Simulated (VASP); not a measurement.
Input of a VASP 6.6.1 run:

INCAR

```
SYSTEM = Rh
PREC     = Accurate       ! precision mode
ENCUT    = 520            ! plane-wave cutoff, eV
EDIFF    = 1E-7           ! SCF threshold, eV
ISMEAR   = -1             ! smearing method
SIGMA    = 0.1            ! smearing width, eV
LREAL    = .FALSE.        ! projectors in reciprocal space
LASPH    = .TRUE.         ! aspherical terms in the spheres
NELM     = 60             ! most SCF steps
ALGO     = Normal         ! electronic algorithm
ISIF     = 2              ! what is computed and relaxed
LWAVE    = .FALSE.        ! write WAVECAR
LCHARG   = .TRUE.         ! write CHGCAR
GGA      = B5             ! functional
ALDAX    = 1.0          
AGGAX    = 1.0          
AGGAC    = 1.0          
ALDAC    = 0.0          
LELF     = .TRUE.         ! ELF
LVHAR    = .TRUE.       
NBANDS   = 14             ! bands
```

File KPOINTS:

```
regular mesh
0
G
  23 23 23
  0 0 0
```

POSCAR

```
Rh
1.0
    0.0000000000      1.9508486659      1.9508486659
    1.9508486659      0.0000000000      1.9508486659
    1.9508486659      1.9508486659      0.0000000000
Rh
1
Direct
    0.0000000000      0.0000000000      0.0000000000
```

Potentials or basis: VASP PAW PBE potentials, release 64 (Rh_pv).

The run is started by

```bash
$ cat potpaw_PBE.64/Rh_pv/POTCAR > POTCAR
$ mpirun -np 1 vasp_std > vasp.out
```

Question: Predict the pressure.

Answer: 0.5 GPa.

Caveat: the PAW data sets were made with another functional, which shifts forces and pressure a little.
